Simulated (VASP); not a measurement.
Write the native input for VASP 6.6.1 that does the following.

| Property | Result |
| --- | --- |
| Task | single point |
| Functional | PBE |
| Potentials or basis | VASP PAW PBE potentials, release 64 (Mg, H) |
| Cutoff | 520 eV |
| k mesh | 6 × 6 × 6, shifted |
| Occupations | gaussian, width 0.1 eV |
| Spin | no spin polarisation |
| Dipole correction | no |
| Further INCAR settings | ALGO = Normal; EDIFF = 1e-06; NBANDS = 9; ISYM = 0 |

The structure of MgH2 lies in POSCAR:

```
MgH2
1.0
    0.0000000000      2.3810671667      2.3810671667
    2.3810671667      0.0000000000      2.3810671667
    2.3810671667      2.3810671667      0.0000000000
Mg H
1 2
Direct
    0.0000000000      0.0000000000      0.0000000000
    0.7500000000      0.7500000000      0.7500000000
    0.2500000000      0.2500000000      0.2500000000
```

The input as run:

INCAR

```
SYSTEM = MgH2
PREC     = Accurate       ! precision mode
ENCUT    = 520            ! plane-wave cutoff, eV
EDIFF    = 1E-6           ! SCF threshold, eV
ISMEAR   = 0              ! smearing method
SIGMA    = 0.1            ! smearing width, eV
LREAL    = .FALSE.        ! projectors in reciprocal space
LASPH    = .TRUE.         ! aspherical terms in the spheres
NELM     = 60             ! most SCF steps
ALGO     = Normal         ! electronic algorithm
ISIF     = 2              ! what is computed and relaxed
LWAVE    = .FALSE.        ! write WAVECAR
LCHARG   = .FALSE.        ! write CHGCAR
GGA      = PE             ! functional
NBANDS   = 9              ! bands
ISYM     = 0
```

KPOINTS

```
Automatic mesh
0
Gamma
  6 6 6
  0.5 0.5 0
```

Potentials or basis: VASP PAW PBE potentials, release 64 (Mg, H).

Run with:

```sh
$ cat potpaw_PBE.64/Mg/POTCAR potpaw_PBE.64/H/POTCAR > POTCAR
$ mpirun -np 1 vasp_std > vasp.out
```

Results of the run:

* Pressure: -0.7 GPa
* Band gap on the k mesh: zero (band 2 reaches 3.48 eV, above the bottom of band 3 at 2.76 eV)

Caveat: the k points lie up to 0.38 Å⁻¹ apart.

Run time: 3.2 min on 1 thread of AMD EPYC 7R13, on a shared host, peak memory 0.19 GiB.
